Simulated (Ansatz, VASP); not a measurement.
**TaAl5N6: VASP beside Ansatz**

The input INCAR:

```
PREC = Accurate ; ENCUT = 600
EDIFF = 1E-7 ; ISMEAR = 0
SIGMA = 0.1 ; LREAL = F
LASPH = T ; NELM = 60
ALGO = Normal ; ISIF = 3
LWAVE = F ; LCHARG = F
GGA = PE ; IBRION = 2
NSW = 90 ; EDIFFG = -0.04
```

KPOINTS

```
regular mesh
0
Gamma
  6 6 2
```

File POSCAR:

```
TaAl5N6
1.0
    3.3293049400      0.0000000000      0.0000000000
    0.0000000000      3.3293049400      0.0000000000
    0.0000000000      0.0000000000     14.1250445900
Ta Al N
1 5 6
Direct
    0.5000000000      0.5000000000      0.0000000000
    0.0000000000      0.0000000000      0.8333333300
    0.0000000000      0.0000000000      0.1666666700
    0.5000000000      0.5000000000      0.3333333300
    0.0000000000      0.0000000000      0.5000000000
    0.5000000000      0.5000000000      0.6666666700
    0.0000000000      0.0000000000      0.0000000000
    0.5000000000      0.5000000000      0.1666666700
    0.0000000000      0.0000000000      0.3333333300
    0.5000000000      0.5000000000      0.5000000000
    0.0000000000      0.0000000000      0.6666666700
    0.5000000000      0.5000000000      0.8333333300
```

Input for Ansatz:

```yaml
crystal:
  lattice:
    - [3.32930494, 0.0, 0.0]
    - [0.0, 3.32930494, 0.0]
    - [0.0, 0.0, 14.12504459]
  atoms:
    - { symbol: Ta, position: [0.5, 0.5, 0.0] }
    - { symbol: Al, position: [0.0, 0.0, 0.83333333] }
    - { symbol: Al, position: [0.0, 0.0, 0.16666667] }
    - { symbol: Al, position: [0.5, 0.5, 0.33333333] }
    - { symbol: Al, position: [0.0, 0.0, 0.5] }
    - { symbol: Al, position: [0.5, 0.5, 0.66666667] }
    - { symbol: "N", position: [0.0, 0.0, 0.0] }
    - { symbol: "N", position: [0.5, 0.5, 0.16666667] }
    - { symbol: "N", position: [0.0, 0.0, 0.33333333] }
    - { symbol: "N", position: [0.5, 0.5, 0.5] }
    - { symbol: "N", position: [0.0, 0.0, 0.66666667] }
    - { symbol: "N", position: [0.5, 0.5, 0.83333333] }
basis:
  ecutwfc: 420
kpoints:
  mp_grid: { grid: [6, 6, 2] }
hamiltonian:
  xc: pbe
scf:
  occupations: { method: gaussian, width: 0.1 }
  lower_state_search: "off"
output:
  forces: true
  stress: true
  eigenvalues: true
relax:
  adjacent_minimum: "off"
  f_tol: 0.04
  max_steps: 70
  cell: { stress_tol: 0.4 }
```

Alike in both runs: task relaxation of cell and atoms; functional PBE; k mesh 6 × 6 × 2; occupations gaussian, width 0.1 eV; no spin polarisation.

```csv
,VASP,Ansatz
version,VASP 6.6.1,Ansatz 0.2.0
potentials or method,"VASP PAW PBE potentials, release 64 (Ta_pv, Al, N), cutoff 600 eV","scalar-relativistic, plane waves, PAW"
valence electrons in the cell,56,58
```

Ansatz gave:

* gap on the k mesh at the Fermi level, each at its own relaxed structure (eV): none
* relaxed volume (Å³/atom): 9.03
* relaxed cell length with the largest relative difference (Å): 2.941

**Question.** Which values does VASP return?

**Answer.** gap on the k mesh at the Fermi level, each at its own relaxed structure (eV): none; relaxed volume (Å³/atom): 9.04; relaxed cell length with the largest relative difference (Å): 2.943.

A gap of «none» marks a metal or a gap that the smearing closes. VASP's potentials hold 56 valence electrons a cell and Ansatz's 58, so a difference there can come from the potentials and not from the codes.

Spin-orbit coupling is off throughout. Noted on VASP's run: the volume moved by over 15 % at a fixed basis, so the end points are rough.
